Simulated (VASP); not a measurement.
# Co (P6_3/mmc) in VASP: further runs

The runs below take Co through single point, with PBE.

Everything below comes from runs of VASP 6.6.1. Logs are shortened: lines on timing, memory, paths and dates and some standing lists are left out, and cuts for length are marked.

## Step 1: The cell of the first run

Symmetry: P6_3/mmc, No. 194, hexagonal system. The conventional cell has a = 2.421 Å, b = 2.421 Å, c = 3.929 Å, α = 90.00°, β = 90.00°, γ = 120.00°. Co (site symmetry -6m2) has 12 Co at 2.41 to 2.42 Å within 3.2 Å.

## Step 2: Single point, PBE, collinear spin, ferromagnetic start

INCAR reads:

```
  PREC = Accurate
  ENCUT = 520
  EDIFF = 1E-6
  ISMEAR = -1
  SIGMA = 0.1
  LREAL = F
  LASPH = T
  NELM = 150
  ALGO = Normal
  ISIF = 2
  LWAVE = F
  LCHARG = F
  ISPIN = 2
  MAGMOM = 3.2 3.2
  LORBIT = 11
  LMAXMIX = 4
  GGA = PE
  NBANDS = 20
```

KPOINTS reads:

```
regular mesh
0
Gamma
  13 13 7
```

POSCAR reads:

```
Co
1.0
    2.4208680830      0.0000000000      0.0000000000
   -1.2104340415      2.0965332615      0.0000000000
    0.0000000000      0.0000000000      3.9294452464
Co
2
Direct
    0.3333333333      0.6666666667      0.2500000000
    0.6666666667      0.3333333333      0.7500000000
```

Potentials or basis: VASP PAW PBE potentials, release 64 (Co).

On the command line:

```bash
> cat potpaw_PBE.64/Co/POTCAR > POTCAR
> mpirun -np 1 vasp_std > vasp.out
```

OUTCAR:

```text
PREC = Accurate
   ENCUT = 520
   EDIFF = 1E-6
   ISMEAR = -1
   LREAL = F
   LASPH = T
   NELM = 150
   ISIF = 2
   ISPIN = 2
   LORBIT = 11
   GGA = PE

 ion  position               nearest neighbor table
   1  0.333  0.667  0.250-   2 2.41   2 2.41   2 2.41   2 2.41   2 2.41   2 2.41
   2  0.667  0.333  0.750-   1 2.41   1 2.41   1 2.41   1 2.41   1 2.41   1 2.41

  LATTYP: Found a hexagonal cell.
 ALAT       =     2.4208680830
 C/A-ratio  =     1.6231554598

  Lattice vectors:

 A1 = (   2.4208680830,   0.0000000000,   0.0000000000)
 A2 = (  -1.2104340415,   2.0965332615,   0.0000000000)
 A3 = (   0.0000000000,   0.0000000000,   3.9294452464)

Analysis of symmetry for initial positions (statically):
=====================================================================
 Subroutine PRICEL returns:
 Original cell was already a primitive cell.

 Routine SETGRP: Setting up the symmetry group for a
 hexagonal supercell.

 Subroutine GETGRP returns: Found 24 space group operations
 (whereof 12 operations were pure point group operations)
 out of a pool of 24 trial point group operations.

The static configuration has the point symmetry D_3d.
 The point group associated with its full space group is D_6h.

Analysis of symmetry for dynamics (positions and initial velocities):
=====================================================================
 Subroutine PRICEL returns:
 Original cell was already a primitive cell.

 Routine SETGRP: Setting up the symmetry group for a
 hexagonal supercell.

 Subroutine GETGRP returns: Found 24 space group operations
 (whereof 12 operations were pure point group operations)
 out of a pool of 24 trial point group operations.

The dynamic configuration has the point symmetry D_3d.
 The point group associated with its full space group is D_6h.

Analysis of structural, dynamic, and magnetic symmetry:
=====================================================================
 Subroutine PRICEL returns:
 Original cell was already a primitive cell.

 Routine SETGRP: Setting up the symmetry group for a
 hexagonal supercell.

 Subroutine GETGRP returns: Found 24 space group operations
 (whereof 12 operations were pure point group operations)
 out of a pool of 24 trial point group operations.

The overall configuration has the point symmetry D_3d.
 The point group associated with its full space group is D_6h.

 Subroutine INISYM returns: Found 24 space group operations
 (whereof 12 operations are pure point group operations),
 and found     1 'primitive' translations

----------------------------------------------------------------------------------------

                                     Primitive cell

  volume of cell :      19.9436

  direct lattice vectors                    reciprocal lattice vectors
     2.420868083  0.000000000  0.000000000     0.413074966  0.238488942  0.000000000
    -1.210434041  2.096533261  0.000000000     0.000000000  0.476977885  0.000000000
     0.000000000  0.000000000  3.929445246     0.000000000  0.000000000  0.254488850

  length of vectors
     2.420868083  2.420868085  3.929445246     0.476977885  0.476977885  0.254488850

  position of ions in fractional coordinates (direct lattice)
     0.333333333  0.666666667  0.250000000
     0.666666667  0.333333333  0.750000000

  ion indices of the primitive-cell ions
   primitive index   ion index
                 1           1
                 2           2

----------------------------------------------------------------------------------------

 KPOINTS: regular mesh

Automatic generation of k-mesh.
 Grid dimensions read from file:
 generate k-points for:   13   13    7

 Generating k-lattice:

  Cartesian coordinates                     Fractional coordinates (reciprocal lattice)
     0.031774997  0.018345303  0.000000000     0.076923077  0.000000000  0.000000000
     0.000000000  0.036690607  0.000000000     0.000000000  0.076923077  0.000000000
     0.000000000  0.000000000  0.036355550     0.000000000  0.000000000  0.142857143

  Length of vectors
     0.036690607  0.036690607  0.036355550

  Shift w.r.t. Gamma in fractional coordinates (k-lattice)
     0.000000000  0.000000000  0.000000000

 Subroutine IBZKPT returns following result:
 ===========================================

 Found     84 irreducible k-points:

 Following reciprocal coordinates:
            Coordinates               Weight
  0.000000  0.000000  0.000000      1.000000
  0.076923  0.000000  0.000000      6.000000
  0.153846  0.000000  0.000000      6.000000
  0.230769  0.000000  0.000000      6.000000
  0.307692  0.000000  0.000000      6.000000
  0.384615  0.000000  0.000000      6.000000
[... 16 lines left out ...]
  0.076923  0.000000  0.142857     12.000000
  0.153846  0.000000  0.142857     12.000000
 [... further k-points ...]
   k-points           NKPTS =     84   k-points in BZ     NKDIM =     84   number of bands    NBANDS=     20
   number of dos      NEDOS =    301   number of ions     NIONS =      2
   total plane-waves  NPLWV =   9720
   dimension x,y,z NGX =    18 NGY =   18 NGZ =   30
   dimension x,y,z NGXF=    36 NGYF=   36 NGZF=   60
   ions per type =               2
   NGX,Y,Z   is equivalent  to a cutoff of  12.36, 12.36, 12.69 a.u.
   NGXF,Y,Z  is equivalent  to a cutoff of  24.72, 24.72, 25.38 a.u.
 SYSTEM =  unknown system
   PREC   = accura    normal or accurate (medium, high low for compatibility)
   ISTART =      0    job   : 0-new  1-cont  2-samecut
   ICHARG =      2    charge: 1-file 2-atom 10-const
   ISPIN  =      2    spin polarized calculation?
   LNONCOLLINEAR =      F non collinear calculations
   LSORBIT =      F    spin-orbit coupling
   LASPH  =      T    aspherical Exc in radial PAW
   ENCUT  =  520.0 eV  38.22 Ry    6.18 a.u.   4.50  4.50  7.31*2*pi/ulx,y,z
   NELM   =    150;   NELMIN=  2; NELMDL= -5     # of ELM steps
   EDIFF  = 0.1E-05   stopping-criterion for ELM
   LREAL  =      F    real-space projection
   EDIFFG = 0.1E-04   stopping-criterion for IOM
   NSW    =      0    number of steps for IOM
   IBRION =     -1    ionic relax: 0-MD 1-quasi-New 2-CG
   NFREE  =      0    steps in history (QN), initial steepest desc. (CG)
   ISIF   =      2    stress and relaxation
   ISYM   =      2    0-nonsym 1-usesym 2-fastsym
   POTIM  = 0.5000    time-step for ionic-motion
   TEBEG  =    0.0;   TEEND  =   0.0 temperature during run
   PSTRESS=    0.0 pullay stress
   NELECT =      18.0000    total number of electrons
   NUPDOWN=      -1.0000    fix difference up-down
   EMIN   =  10.00;   EMAX   =-10.00  energy-range for DOS
   EFERMI =   0.00;   METHOD = LEGACY
   ISMEAR =    -1;   SIGMA  =   0.10  broadening in eV -4-tet -1-fermi 0-gaus
   EFERMI_NEDOS =   21; number of points for ismear=-14 and -15
   IALGO  =     38    algorithm
   IMIX   =      4    mixing-type and parameters
     AMIX     =   0.40;   BMIX     =  1.00
     AMIX_MAG =   1.60;   BMIX_MAG =  1.00
  volume/ion in A,a.u.               =       9.97        67.29
  Fermi-wavevector in a.u.,A,eV,Ry     =   1.582089  2.989715 34.055466  2.503006
  Thomas-Fermi vector in A             =   2.682065
   LORBIT       =     11    0 simple, 1 ext, 2 COOP (PROOUT), +10 PAW based schemes
   GGA     = PE    functional components
   LHFCALC =     F    Hartree Fock is set to
   AEXX    =    0.0000 exact exchange contribution
   IVDW    =     0    specifies the selected vdW correction
   LEPSILON=     F    determine dielectric tensor
   LRPA    =     F    only Hartree local field effects (RPA)
 spin polarized calculation
  energy-cutoff  :      520.00
  volume of cell :       19.94
 maximum number of plane-waves:       557
 NGX is ok and might be reduce to    18
   NGX =  9   NGY =  9   NGZ = 15

 number of electron      17.9999995 magnetization       3.0800620

 Free energy of the ion-electron system (eV)
  ---------------------------------------------------
  ext. energy  EPLUGINS =         0.00000000
  ---------------------------------------------------
  free energy    TOTEN  =       -13.99717768 eV

  energy without entropy =      -13.93803996  energy(sigma->0) =      -13.96760882

 E-fermi :  11.4861     XC(G=0): -13.9084

 val. band max:       11.4797307231   @ k =   0.3077   0.1538   0.4286
 cond. band min:      11.4957752805   @ k =   0.3846   0.2308   0.4286
 fundamental gap:      0.0160445574
 Fermi energy:        11.4860748127

 spin component 1

 k-point     1 :       0.0000    0.0000    0.0000
  band No.  band energies     occupation
      1       2.0915      1.00000
      2       5.9641      1.00000
      3       8.7580      1.00000
      4       8.8031      1.00000
      5       8.8031      1.00000
      6       9.1582      1.00000
[... 12 lines left out ...]
     19      38.9803      0.00000
     20      38.9803      0.00000

 k-point     2 :       0.0769    0.0000    0.0000
  band No.  band energies     occupation
      1       2.3135      1.00000
      2       6.1015      1.00000
      3       8.5498      1.00000
      4       8.9134      1.00000
      5       8.9767      1.00000
      6       9.1078      1.00000
[... 12 lines left out ...]
     19      40.2868      0.00000
     20      41.2531      0.00000
[... 465 lines left out ...]
      3       8.5452      1.00000
      4       8.8318      1.00000
      5       8.8450      1.00000
      6       8.9731      1.00000
[... 12 lines left out ...]
     19      40.1935      0.00000
     20      41.1378      0.00000

 k-point    24 :       0.1538    0.0000    0.1429
  band No.  band energies     occupation
      1       3.1612      1.00000
      2       6.4533      1.00000
      3       8.2897      1.00000
      4       8.4352      1.00000
      5       8.8324      1.00000
      6       9.0766      1.00000
[... 12 lines left out ...]
     19      39.6961      0.00000
     20      40.7793      0.00000

 [... further k-points ...]

 spin component 2

 k-point     1 :       0.0000    0.0000    0.0000
  band No.  band energies     occupation
      1       2.1030      1.00000
      2       6.8650      1.00000
      3      10.3150      0.99999
      4      10.3676      0.99999
      5      10.3676      0.99999
      6      10.7767      0.99917
[... 12 lines left out ...]
     19      39.2819      0.00000
     20      39.2819      0.00000

 k-point     2 :       0.0769    0.0000    0.0000
  band No.  band energies     occupation
      1       2.3259      1.00000
      2       7.0184      1.00000
      3      10.0709      1.00000
      4      10.4875      0.99995
      5      10.5606      0.99990
      6      10.6228      0.99982
[... 12 lines left out ...]
     19      40.1840      0.00000
     20      41.5557      0.00000
[... 465 lines left out ...]
      3      10.0653      1.00000
      4      10.2071      1.00000
      5      10.3996      0.99998
      6      10.4174      0.99998
[... 12 lines left out ...]
     19      40.2872      0.00000
     20      41.3858      0.00000

 k-point    24 :       0.1538    0.0000    0.1429
  band No.  band energies     occupation
      1       3.1826      1.00000
      2       7.3280      1.00000
      3       9.4600      1.00000
      4       9.7479      1.00000
      5      10.3944      0.99998
      6      10.6798      0.99969
[... 12 lines left out ...]
     19      39.8342      0.00000
     20      41.0084      0.00000

 [... further k-points ...]

------------------------ aborting loop because EDIFF is reached ----------------------------------------

  FORCE on cell =-STRESS in cart. coord.  units (eV):
  Direction    XX          YY          ZZ          XY          YZ          ZX
  --------------------------------------------------------------------------------------
  -------------------------------------------------------------------------------------
  Total        2.7144185      2.7144185      2.4852284      0.0000000      0.0000000      0.0000000
  in kB      218.0636455    218.0636460    199.6515843      0.0000000      0.0000000      0.0000000
  external PRESSURE =     211.9262920 kB  Pullay stress =       0.0000000 kB

 VOLUME and BASIS-vectors are now :
 -----------------------------------------------------------------------------
  energy-cutoff  :      520.00
  volume of cell :       19.94
      direct lattice vectors                 reciprocal lattice vectors
     2.420868083  0.000000000  0.000000000     0.413074966  0.238488942  0.000000000
    -1.210434041  2.096533261  0.000000000     0.000000000  0.476977885  0.000000000
     0.000000000  0.000000000  3.929445246     0.000000000  0.000000000  0.254488850

 POSITION                                       TOTAL-FORCE (eV/Angst)
 -----------------------------------------------------------------------------------
     -0.00000      1.39769      0.98236        -0.000000     -0.000000      0.000000
      1.21043      0.69884      2.94708         0.000000      0.000000      0.000000
 -----------------------------------------------------------------------------------
    total drift:                               -0.000000     -0.000000     -0.000000

  FREE ENERGIE OF THE ION-ELECTRON SYSTEM (eV)
  ---------------------------------------------------
  free  energy   TOTEN  =       -13.9971776798 eV

  energy  without entropy=      -13.9380399640  energy(sigma->0) =      -13.96760882

 total charge

# of ion       s       p       d       tot
------------------------------------------
    1        0.526   0.600   7.326   8.452
    2        0.526   0.600   7.326   8.452
--------------------------------------------------
tot          1.052   1.199  14.652  16.904

 magnetization (x)

# of ion       s       p       d       tot
------------------------------------------
    1       -0.016  -0.056   1.615   1.543
    2       -0.016  -0.056   1.615   1.543
--------------------------------------------------
tot         -0.032  -0.111   3.229   3.086
```

Run time: 80 s. Hardware: 1 thread of Intel Xeon 8259CL, shared host; peak memory 0.17 GiB.

Results:

```yaml
Free_energy: -13.9972 eV
Pressure: 21.2 GPa
Net_moment: 3.08 μB per cell
Site_moments: Co +1.54 μB
Valence_electrons_inside_the_program's_atomic_spheres: Co 8.45
```

Caveat: the cell stands under pressure.

## Step 3: Single point, PBE, collinear spin, ferromagnetic start

This run uses another cell than the first one, of 10.25 Å³/atom.

INCAR reads:

```
ALGO = Normal
EDIFF = 1E-6
ENCUT = 520
GGA = PE
ISIF = 2
ISMEAR = -1
ISPIN = 2
LASPH = T
LCHARG = F
LMAXMIX = 4
LORBIT = 11
LREAL = F
LWAVE = F
MAGMOM = 3.2 3.2
NBANDS = 20
NELM = 150
PREC = Accurate
SIGMA = 0.1
```

KPOINTS reads:

```
k-points
0
Gamma
  13 13 7
```

POSCAR reads:

```
Co
1.0
    2.4430791226      0.0000000000      0.0000000000
   -1.2215395613      2.1157685861      0.0000000000
    0.0000000000      0.0000000000      3.9654972166
Co
2
Direct
    0.3333333333      0.6666666667      0.2500000000
    0.6666666667      0.3333333333      0.7500000000
```

Potentials or basis: VASP PAW PBE potentials, release 64 (Co).

On the command line:

```bash
> cat potpaw_PBE.64/Co/POTCAR > POTCAR
> mpirun -np 1 vasp_std > vasp.out
```

Wall time 99 s (1 thread of Intel Xeon 8259CL, shared host); peak memory 0.17 GiB.

It converged, with:

| Property | Result |
| --- | --- |
| Free energy | -14.0567 eV |
| Pressure | 13.3 GPa |
| Net moment | 3.12 μB per cell |
| Site moments | Co +1.57 μB |
| Valence electrons inside the program's atomic spheres | Co 8.39 |

Stress tensor (GPa, compression positive):
```
13.77  0.00  0.00
 0.00 13.77  0.00
 0.00  0.00 12.28
```

Levels at points of the mesh, in eV from the Fermi level:
Spin up:
| k point | band 9 | band 10 | band 11 | band 12 | band 13 | band 14 |
| --- | --- | --- | --- | --- | --- | --- |
| (0.00, 0.00, 0.00) | -1.92 | -0.73 | -0.73 | -0.13 | 6.84 | 22.52 |
Spin down:
```tsv
k point	band 3	band 4	band 5	band 6	band 7	band 8	band 9	band 10	band 11	band 12
(0.00, 0.00, 0.00)	-1.11	-1.06	-1.06	-0.67	-0.67	-0.19	-0.19	-0.18	1.11	1.11
```

Caveat: the cell stands under pressure.

(Part 1 of 2 ends here.)
